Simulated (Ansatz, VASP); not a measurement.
## Sb in VASP and in Ansatz

```xyz
2
Lattice="2.1506 1.2416 3.8563 -2.1506 1.2416 3.8563 0.0000 -2.4833 3.8563" Properties=species:S:1:pos:R:3 pbc="T T T"
Sb    0.0000    0.0000    2.7030
Sb    0.0000    0.0000    8.8660
```

Change from the starting cell: zz strain of +3 %, crystal datasets.

Alike in both runs: task electric field gradients; functional PBEsol; k mesh 9 × 9 × 9; occupations fermi-dirac, width 0.05 eV; no spin polarisation.

|  | VASP | Ansatz |
| --- | --- | --- |
| version | VASP 6.6.1 | Ansatz 0.2.0 |
| potentials or method | VASP PAW PBE potentials, release 64 (Sb), cutoff 400 eV | all-electron PAW with datasets made for the crystal, scalar-relativistic |

|  | VASP | Ansatz | Ansatz less VASP |
| --- | --- | --- | --- |
| pressure (GPa) | -0.9 | -1.0 | -0.15 |
| traceless stress, the component that is largest in VASP (GPa) | -0.91 | -0.87 | +0.038 |
| rms of the force components (eV/Å) | 0.001 | 0.030 | +0.0297 |
| size of Vzz on the site where it differs most (V/Å²) | 33.1 | 36.9 | +3.85 |

VASP's potentials were made for PBE, not for PBEsol. Atom by atom the forces differ by 0.031 eV/Å (rms over components). Ansatz ran all-electron here, and VASP with PAW potentials.

Spin-orbit coupling is off throughout.
